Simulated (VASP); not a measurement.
# BaTe (Immm) in VASP: further runs

The runs below take BaTe through single point, with PBE, r2SCAN, HSE06.

All numbers are computed with VASP 6.6.1; they aren't measurements. Logs are shortened: lines on timing, memory, paths and dates and some standing lists are left out, and cuts for length are marked.

### 1 The cell of the first run

The structure is orthorhombic, space group Immm (No. 71). The conventional cell has a = 4.971 Å, b = 5.021 Å, c = 7.065 Å, α = 90.00°, β = 90.00°, γ = 90.00°. Within 4.6 Å of Ba (site symmetry mmm) lie 6 Te at 3.53 Å. Within 4.6 Å of Te (site symmetry mmm) lie 6 Ba at 3.53 Å.

### 2 Single point, PBE (shear xy strain -1.0%)

Input file INCAR:

```
ALGO     = Normal         # electronic algorithm
EDIFF    = 1E-6           # SCF threshold, eV
ENCUT    = 500            # plane-wave cutoff, eV
GGA      = PE             # functional
GGA_COMPAT= False        
ISIF     = 2              # what is computed and relaxed
ISMEAR   = -1             # smearing method
LASPH    = True           # aspherical terms in the spheres
LCHARG   = True           # write CHGCAR
LELF     = True           # ELF
LREAL    = False          # projectors in reciprocal space
LVHAR    = True         
LWAVE    = False          # write WAVECAR
NBANDS   = 15             # bands
NELM     = 120            # most SCF steps
PREC     = Accurate       # precision mode
SIGMA    = 0.02           # smearing width, eV
```

Input file KPOINTS:

```
k-points
0
Gamma
  6 6 6
```

Input file POSCAR:

```
BaTe
1.0
   -0.0176619342      3.5323868426      3.5323868426
    3.5323868426     -0.0176619342      3.5323868426
    3.5147249084      3.5147249084      0.0000000000
Ba Te
1 1
Direct
    0.0000000000      0.0000000000      0.0000000000
    0.5000000000      0.5000000000      0.5000000000
```

Potentials or basis: VASP PAW PBE potentials, release 64 (Ba_sv, Te).

Started as:

```sh
$ cat potpaw_PBE.64/Ba_sv/POTCAR potpaw_PBE.64/Te/POTCAR > POTCAR
$ mpirun -np 1 vasp_std > vasp.out
```

OUTCAR:

```text
EDIFF = 1E-6
   ENCUT = 500
   GGA = PE
   ISIF = 2
   ISMEAR = -1
   LASPH = True
   LREAL = False
   NELM = 120
   PREC = Accurate

 ion  position               nearest neighbor table
   1  0.000  0.000  0.000-   2 3.53   2 3.53   2 3.53   2 3.53   2 3.53   2 3.53
   2  0.500  0.500  0.500-   1 3.53   1 3.53   1 3.53   1 3.53   1 3.53   1 3.53

  LATTYP: Found a body centered orthorhombic cell.
 ALAT       =     4.9705716335
 B/A-ratio  =     1.0100502512
 C/A-ratio  =     1.4213201632

  Lattice vectors:

 A1 = (   0.0176619342,  -3.5323868426,  -3.5323868426)
 A2 = (  -0.0176619342,   3.5323868426,  -3.5323868426)
 A3 = (   3.5323868426,  -0.0176619342,   3.5323868426)

Analysis of symmetry for initial positions (statically):
=====================================================================
 Subroutine PRICEL returns:
 Original cell was already a primitive cell.

 Routine SETGRP: Setting up the symmetry group for a
 body centered orthorhombic supercell.

 Subroutine GETGRP returns: Found  8 space group operations
 (whereof  8 operations were pure point group operations)
 out of a pool of  8 trial point group operations.

The static configuration has the point symmetry D_2h.

Analysis of symmetry for dynamics (positions and initial velocities):
=====================================================================
 Subroutine PRICEL returns:
 Original cell was already a primitive cell.

 Routine SETGRP: Setting up the symmetry group for a
 body centered orthorhombic supercell.

 Subroutine GETGRP returns: Found  8 space group operations
 (whereof  8 operations were pure point group operations)
 out of a pool of  8 trial point group operations.

The dynamic configuration has the point symmetry D_2h.

 Subroutine INISYM returns: Found  8 space group operations
 (whereof  8 operations are pure point group operations),
 and found     1 'primitive' translations

----------------------------------------------------------------------------------------

                                     Primitive cell

  volume of cell :      88.1503

  direct lattice vectors                    reciprocal lattice vectors
    -0.017661934  3.532386843  3.532386843    -0.140843135  0.140843135  0.141547351
     3.532386843 -0.017661934  3.532386843     0.140843135 -0.140843135  0.141547351
     3.514724908  3.514724908  0.000000000     0.142258644  0.142258644 -0.141547351

  length of vectors
     4.995580602  4.995580602  4.970571633     0.244354722  0.244354722  0.245989220

  position of ions in fractional coordinates (direct lattice)
     0.000000000  0.000000000  0.000000000
     0.500000000  0.500000000  0.500000000

  ion indices of the primitive-cell ions
   primitive index   ion index
                 1           1
                 2           2

----------------------------------------------------------------------------------------

 KPOINTS: k-points

Automatic generation of k-mesh.
 Grid dimensions read from file:
 generate k-points for:    6    6    6

 Generating k-lattice:

  Cartesian coordinates                     Fractional coordinates (reciprocal lattice)
    -0.023473856  0.023473856  0.023591225     0.166666667  0.000000000  0.000000000
     0.023473856 -0.023473856  0.023591225     0.000000000  0.166666667  0.000000000
     0.023709774  0.023709774 -0.023591225    -0.000000000 -0.000000000  0.166666667

  Length of vectors
     0.040725787  0.040725787  0.040998203

  Shift w.r.t. Gamma in fractional coordinates (k-lattice)
     0.000000000  0.000000000  0.000000000

 Subroutine IBZKPT returns following result:
 ===========================================

 Found     46 irreducible k-points:

 Following reciprocal coordinates:
            Coordinates               Weight
  0.000000  0.000000  0.000000      1.000000
  0.166667 -0.000000  0.000000      4.000000
  0.333333 -0.000000  0.000000      4.000000
  0.500000 -0.000000  0.000000      2.000000
  0.166667  0.166667  0.000000      2.000000
  0.333333  0.166667  0.000000      4.000000
[... 16 lines left out ...]
 -0.166667  0.333333  0.166667      4.000000
  0.500000  0.500000  0.166667      4.000000
 [... further k-points ...]
   k-points           NKPTS =     46   k-points in BZ     NKDIM =     46   number of bands    NBANDS=     15
   number of dos      NEDOS =    301   number of ions     NIONS =      2
   total plane-waves  NPLWV =  46656
   dimension x,y,z NGX =    36 NGY =   36 NGZ =   36
   dimension x,y,z NGXF=    72 NGYF=   72 NGZF=   72
   ions per type =               1   1
   NGX,Y,Z   is equivalent  to a cutoff of  11.98, 11.98, 12.04 a.u.
   NGXF,Y,Z  is equivalent  to a cutoff of  23.96, 23.96, 24.08 a.u.
 SYSTEM =  unknown system
   PREC   = accura    normal or accurate (medium, high low for compatibility)
   ISTART =      0    job   : 0-new  1-cont  2-samecut
   ICHARG =      2    charge: 1-file 2-atom 10-const
   ISPIN  =      1    spin polarized calculation?
   LNONCOLLINEAR =      F non collinear calculations
   LSORBIT =      F    spin-orbit coupling
   LASPH  =      T    aspherical Exc in radial PAW
   ENCUT  =  500.0 eV  36.75 Ry    6.06 a.u.   9.11  9.11  9.06*2*pi/ulx,y,z
   NELM   =    120;   NELMIN=  2; NELMDL= -5     # of ELM steps
   EDIFF  = 0.1E-05   stopping-criterion for ELM
   LREAL  =      F    real-space projection
   EDIFFG = 0.1E-04   stopping-criterion for IOM
   NSW    =      0    number of steps for IOM
   IBRION =     -1    ionic relax: 0-MD 1-quasi-New 2-CG
   NFREE  =      0    steps in history (QN), initial steepest desc. (CG)
   ISIF   =      2    stress and relaxation
   ISYM   =      2    0-nonsym 1-usesym 2-fastsym
   POTIM  = 0.5000    time-step for ionic-motion
   TEBEG  =    0.0;   TEEND  =   0.0 temperature during run
   PSTRESS=    0.0 pullay stress
   NELECT =      16.0000    total number of electrons
   NUPDOWN=      -1.0000    fix difference up-down
   EMIN   =  10.00;   EMAX   =-10.00  energy-range for DOS
   EFERMI =   0.00;   METHOD = LEGACY
   ISMEAR =    -1;   SIGMA  =   0.02  broadening in eV -4-tet -1-fermi 0-gaus
   EFERMI_NEDOS =   21; number of points for ismear=-14 and -15
   IALGO  =     38    algorithm
   IMIX   =      4    mixing-type and parameters
     AMIX     =   0.40;   BMIX     =  1.00
     AMIX_MAG =   1.60;   BMIX_MAG =  1.00
  volume/ion in A,a.u.               =      44.08       297.43
  Fermi-wavevector in a.u.,A,eV,Ry     =   0.926916  1.751616 11.689752  0.859173
  Thomas-Fermi vector in A             =   2.052929
   LORBIT       =      0    0 simple, 1 ext, 2 COOP (PROOUT), +10 PAW based schemes
   GGA     = PE    functional components
   LHFCALC =     F    Hartree Fock is set to
   AEXX    =    0.0000 exact exchange contribution
   IVDW    =     0    specifies the selected vdW correction
   LEPSILON=     F    determine dielectric tensor
   LRPA    =     F    only Hartree local field effects (RPA)
 non-spin polarized calculation
  energy-cutoff  :      500.00
  volume of cell :       88.15
 maximum number of plane-waves:      2252
   NGX = 19   NGY = 19   NGZ = 19

 number of electron      16.0000000 magnetization

 Free energy of the ion-electron system (eV)
  ---------------------------------------------------
  ext. energy  EPLUGINS =         0.00000000
  ---------------------------------------------------
  free energy    TOTEN  =        -8.62781215 eV

  energy without entropy =       -8.62781215  energy(sigma->0) =       -8.62781215

 E-fermi :   2.5392     XC(G=0):  -8.1358

 val. band max:        2.1224960373   @ k =   0.0000   0.0000   0.0000
 cond. band min:       3.6832910764   @ k =   0.5000   0.5000   0.0000
 fundamental gap:      1.5607950391
 Fermi energy:         2.5391541172

 k-point     1 :       0.0000    0.0000    0.0000
  band No.  band energies     occupation
      1     -24.9877      2.00000
      2     -10.1322      2.00000
      3     -10.1321      2.00000
      4     -10.1319      2.00000
      5      -7.3748      2.00000
      6       2.0902      2.00000
      7       2.1059      2.00000
      8       2.1225      2.00000
      9       4.9033      0.00000
     10       5.0150      0.00000
     11       5.0535      0.00000
     12       5.0802      0.00000
     13       5.6359      0.00000
     14       5.6360      0.00000
     15       9.0895      0.00000

 k-point     2 :       0.1667   -0.0000    0.0000
  band No.  band energies     occupation
      1     -24.9849      2.00000
      2     -10.2350      2.00000
      3     -10.1351      2.00000
      4     -10.1344      2.00000
      5      -7.2036      2.00000
      6       1.3203      2.00000
      7       1.7448      2.00000
      8       1.7689      2.00000
      9       5.0753      0.00000
     10       5.3615      0.00000
     11       5.4028      0.00000
     12       5.9677      0.00000
     13       6.3560      0.00000
     14       6.3578      0.00000
     15       9.8637      0.00000

 k-point     3 :       0.3333   -0.0000    0.0000
  band No.  band energies     occupation
      1     -24.9794      2.00000
      2     -10.4159      2.00000
      3     -10.1408      2.00000
      4     -10.1392      2.00000
      5      -6.8758      2.00000
      6       0.3305      2.00000
      7       1.2333      2.00000
      8       1.2605      2.00000
      9       5.5005      0.00000
     10       6.1824      0.00000
     11       6.2278      0.00000
     12       7.3136      0.00000
     13       7.9307      0.00000
     14       7.9317      0.00000
     15      10.0146      0.00000
[... 343 lines left out ...]
 k-point    23 :      -0.1667    0.3333    0.1667
  band No.  band energies     occupation
      1     -24.9756      2.00000
      2     -10.3610      2.00000
      3     -10.2136      2.00000
      4     -10.1713      2.00000
      5      -6.9505      2.00000
      6       0.5104      2.00000
      7       1.2193      2.00000
      8       1.4186      2.00000
      9       4.9018      0.00000
     10       6.3903      0.00000
     11       6.9041      0.00000
     12       7.1403      0.00000
     13       7.6248      0.00000
     14       8.9415      0.00000
     15       9.4597      0.00000

 k-point    24 :       0.5000    0.5000    0.1667
  band No.  band energies     occupation
      1     -24.9736      2.00000
      2     -10.3304      2.00000
      3     -10.2289      2.00000
      4     -10.1913      2.00000
      5      -7.0574      2.00000
      6       0.8254      2.00000
      7       1.3163      2.00000
      8       1.5040      2.00000
      9       4.2566      0.00000
     10       6.9517      0.00000
     11       7.1213      0.00000
     12       7.3615      0.00000
     13       7.4945      0.00000
     14       7.8261      0.00000
     15       9.6973      0.00000

 [... further k-points ...]
[... 5 lines left out ...]
  --------------------------------------------------------------------------------------
  -------------------------------------------------------------------------------------
  Total        0.1659341      0.1659341      0.1652356      0.0615686      0.0000000      0.0000000
  in kB        3.0159371      3.0159371      3.0032412      1.1190401      0.0000000      0.0000000
  external PRESSURE =       3.0117051 kB  Pullay stress =       0.0000000 kB

 VOLUME and BASIS-vectors are now :
 -----------------------------------------------------------------------------
  energy-cutoff  :      500.00
  volume of cell :       88.15
      direct lattice vectors                 reciprocal lattice vectors
    -0.017661934  3.532386843  3.532386843    -0.140843135  0.140843135  0.141547351
     3.532386843 -0.017661934  3.532386843     0.140843135 -0.140843135  0.141547351
     3.514724908  3.514724908  0.000000000     0.142258644  0.142258644 -0.141547351

 POSITION                                       TOTAL-FORCE (eV/Angst)
 -----------------------------------------------------------------------------------
      0.00000      0.00000      0.00000         0.000000     -0.000000      0.000000
      3.51472      3.51472      3.53239         0.000000      0.000000     -0.000000
 -----------------------------------------------------------------------------------
    total drift:                                0.000000      0.000000      0.000000

  FREE ENERGIE OF THE ION-ELECTRON SYSTEM (eV)
  ---------------------------------------------------
  free  energy   TOTEN  =        -8.6278121501 eV

  energy  without entropy=       -8.6278121501  energy(sigma->0) =       -8.62781215
```

Wall time 38 s (1 thread of Intel Xeon Platinum 8488C (Sapphire Rapids), shared host); peak memory 0.23 GiB.

What came out:

```yaml
Free_energy: -8.6278 eV
Pressure: 0.3 GPa
Band_gap_on_the_k_mesh: 1.56 eV (least direct gap 1.94 eV)
```

Caveat: the cell differs from its parent crystal (shear xy strain -1.0%); spin-orbit coupling is left out, which moves the levels of the heavy elements. A k mesh can miss the band edges.

(Part 1 of 2 ends here.)
